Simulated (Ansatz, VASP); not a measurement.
# C: VASP beside Ansatz

```
C
1.0
     0.00000    1.74696    1.74696
     1.74696    0.00000    1.74696
     1.74696    1.74696    0.00000
C
2
Direct
  0.75000 0.75000 0.75000
  0.50000 0.50000 0.50000
```

Alike in both runs: task single point; functional PBE-based screened hybrid with a share of 0.25 of exact exchange and HFSCREEN = 0.3; k mesh 7 × 7 × 7; occupations fermi-dirac, width 0.05 eV; no spin polarisation.

|  | VASP | Ansatz |
| --- | --- | --- |
| version | VASP 6.6.1 | Ansatz 0.2.0 |
| potentials or method | VASP PAW PBE potentials, release 64 (C) | Ansatz PAW |
| plane-wave cutoff (eV) | 520 | 420 |
| valence electrons in the cell | 8 | 8 |

|  | VASP | Ansatz | Ansatz less VASP |
| --- | --- | --- | --- |
| gap on the k mesh at the Fermi level (eV) | 5.32 | 5.33 | +0.009 |
| least direct gap on the mesh (eV) | 6.93 | 6.94 | +0.008 |
| pressure (GPa) | 23.9 | 22.8 | -1.18 |

VASP's potentials were made for PBE, not for PBE-based screened hybrid. The functional is the same, so the differences come from potentials, cutoffs and numerics.

The k mesh is coarse, so the values compare programs but aren't converged. Noted on Ansatz's run: odd divisions of the mesh miss points on the zone boundary, where band edges often lie, so the gap on the mesh can be too wide.
